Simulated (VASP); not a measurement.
Wanted: the native input for a VASP 6.6.1 run.

- Task: electric field gradients
- Functional: PBE
- Potentials or basis: VASP PAW PBE potentials, release 64 (Te)
- Cutoff: 520 eV
- k mesh: 8 × 8 × 8
- Occupations: fermi-dirac, width 0.05 eV
- Spin: no spin polarisation
- Dipole correction: no
- Further INCAR settings: ALGO = Normal; EDIFF = 1e-08; NBANDS = 16

The structure of Te lies in POSCAR:

```
Te
1.0
    4.2898182317     -2.4024035783      0.0000000000
    4.2898182317      2.4024035783      0.0000000000
   -0.1321666442      0.0000000000      4.0094263667
Te
3
Direct
    0.6760000000      0.6760000000      0.6750000000
    0.3240000000      0.3240000000      0.3250000000
    0.0000000000      0.0000000000      0.0000000000
```

The input as run:

INCAR

```
SYSTEM = Te
PREC = Accurate ; ENCUT = 520
EDIFF = 1E-8 ; ISMEAR = -1
SIGMA = 0.05 ; LREAL = .FALSE.
LASPH = .TRUE. ; NELM = 100
ALGO = Normal ; ISIF = 2
LWAVE = .FALSE. ; LCHARG = .FALSE.
GGA = PE ; LEFG = .TRUE.
NBANDS = 16
```

KPOINTS

```
regular mesh
0
G
  8 8 8
  0 0 0
```

Potentials or basis: VASP PAW PBE potentials, release 64 (Te).

The run is started by

```bash
$ cat potpaw_PBE.64/Te/POTCAR > POTCAR
$ mpirun -np 1 vasp_std > vasp.out
```

It gave:

```json
{
 "Pressure": "6.0 GPa",
 "Largest force": "0.400 eV/Å",
 "Band gap on the k mesh": "zero (bands 9 and 10 overlap by 3.22 eV)",
 "Largest electric field gradient by atom": "Te -279.7, -315.7 (each value once) V/Å²"
}
```

Caveat: the cell stands under pressure; without QUAD_EFG the Cq values of the log hold for a quadrupole moment of 1 mb, not for the nuclei; spin-orbit coupling is left out, which moves the levels of the heavy elements.

Run time: 2.4 min on 1 thread of Intel(R) Xeon(R) Platinum 8488C (Sapphire Rapids), on a shared host, peak memory 0.31 GiB.
